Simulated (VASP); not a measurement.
Input of a VASP 6.6.1 run:

The input INCAR:

```
SYSTEM = Pd
  PREC = Accurate
  ENCUT = 500
  EDIFF = 1E-6
  ISMEAR = -1
  SIGMA = 0.05
  LREAL = .FALSE.
  LASPH = .TRUE.
  NELM = 120
  ALGO = Normal
  ISIF = 2
  LWAVE = .FALSE.
  LCHARG = .TRUE.
  GGA = PE
  LELF = .TRUE.
  LVHAR = .TRUE.
  NBANDS = 17
  GGA_COMPAT = .FALSE.
```

File KPOINTS:

```
Automatic mesh
0
G
  9 9 5
  0 0 0
```

File POSCAR:

```
Pd
1.0
    2.7564260880      0.0000000000      0.0000000000
   -1.3782130440      2.3871350159      0.0000000000
    0.0000000000      0.0000000000      4.6090181511
Pd
2
Direct
    0.3333333333      0.6666666667      0.2500000000
    0.6666666667      0.3333333333      0.7500000000
```

Potentials or basis: VASP PAW PBE potentials, release 64 (Pd).

Run with:

```bash
$ cat potpaw_PBE.64/Pd/POTCAR > POTCAR
$ mpirun -np 1 vasp_std > vasp.out
```

Task: Predict the band gap on the k mesh.

Result: Zero (band 10 reaches 9.46 eV, above the bottom of band 11 at 8.82 eV).

Task: Estimate the pressure.

Result: 2.4 GPa.
